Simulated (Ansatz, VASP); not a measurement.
One calculation of KSiH, two programs

```xyz
6
Lattice="3.6003 0.0000 0.0000 0.0000 3.6003 0.0000 0.0000 0.0000 10.0486" Properties=species:S:1:pos:R:3 pbc="T T T"
K     0.0000    1.8001    8.3227
K     1.8001    0.0000    1.7259
Si    1.8001    0.0000    5.1145
Si    0.0000    1.8001    4.9341
H     0.0000    0.0000    0.0000
H     1.8001    1.8001    0.0000
```

Change from the starting cell: species swapped into the ZrGeSe type (P4/nmm, No. 129).

Alike in both runs: functional PBE; k mesh 6 × 6 × 2; occupations gaussian, width 0.1 eV; no spin polarisation.

Ansatz relaxed the structure, and its values are those at the end. VASP's run is a single point on that final structure, the one shown.

|  | VASP | Ansatz |
| --- | --- | --- |
| version | VASP 6.6.1 | Ansatz 0.2.0 |
| potentials or method | VASP PAW PBE potentials, release 64 (K_sv, Si, H), cutoff 500 eV | scalar-relativistic, plane waves, PAW |
| valence electrons in the cell | 28 | 28 |

Ansatz gave:

```
gap on the k mesh at the Fermi level (eV) : none
pressure (GPa)                            : 0.0
rms of the force components (eV/Å)        : 0.011
```

**Question.** What did VASP give for the same quantities?

**Answer.** gap on the k mesh at the Fermi level (eV): none; pressure (GPa): 0.0; rms of the force components (eV/Å): 0.008.

A gap of «none» marks a metal or a gap that the smearing closes. The functional is the same, so the differences come from potentials, cutoffs and numerics.
